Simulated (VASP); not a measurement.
Set up this calculation in VASP 6.6.1, as the native input.

- Task: single point
- Functional: PBE
- Potentials or basis: VASP PAW PBE potentials, release 64 (Sc_sv)
- Cutoff: 520 eV
- k mesh: 18 × 18 × 10
- Occupations: gaussian, width 0.15 eV
- Spin: no spin polarisation
- Dipole correction: no
- Further INCAR settings: ALGO = Fast; EDIFF = 1e-07; NBANDS = 18

The structure of Sc lies in POSCAR:

```
Sc
1.0
    3.3087978973      0.0000000000      0.0000000000
   -1.6543989486      2.8655030350      0.0000000000
    0.0000000000      0.0000000000      5.2680000000
Sc
2
Direct
    0.2548130885      0.5096261769      0.2500000000
    0.6666666667      0.3333333333      0.7500000000
```

This cell differs from its parent crystal: atom 1 (Sc) moved by (+0.000, -0.450) A along x and y.

These files were run (other wordings do the same):

INCAR

```
PREC     = Accurate       # precision mode
ENCUT    = 520            # plane-wave cutoff, eV
EDIFF    = 1E-7           # SCF threshold, eV
ISMEAR   = 0              # smearing method
SIGMA    = 0.15           # smearing width, eV
LREAL    = False          # projectors in reciprocal space
LASPH    = True           # aspherical terms in the spheres
NELM     = 60             # most SCF steps
ALGO     = Fast           # electronic algorithm
ISIF     = 2              # what is computed and relaxed
LWAVE    = False          # write WAVECAR
LCHARG   = True           # write CHGCAR
GGA      = PE             # functional
LELF     = True           # ELF
LVHAR    = True         
NBANDS   = 18             # bands
```

KPOINTS

```
regular mesh
0
Gamma
  18 18 10
```

Potentials or basis: VASP PAW PBE potentials, release 64 (Sc_sv).

Launch:

```console
$ cat potpaw_PBE.64/Sc_sv/POTCAR > POTCAR
$ mpirun -np 1 vasp_std > vasp.out
```

Results of the run:

- Pressure: -0.5 GPa
- Largest force: 0.438 eV/Å
- Band gap on the k mesh: zero (bands 11 and 12 overlap by 1.37 eV)

Caveat: the cell differs from its parent crystal (atom 1 (Sc) moved by (+0.000, -0.450) A along x and y).

Run time: 5.9 min on 1 thread of Intel(R) Xeon(R) 6975P-C (Granite Rapids), with other jobs on the host, peak memory 0.48 GiB.
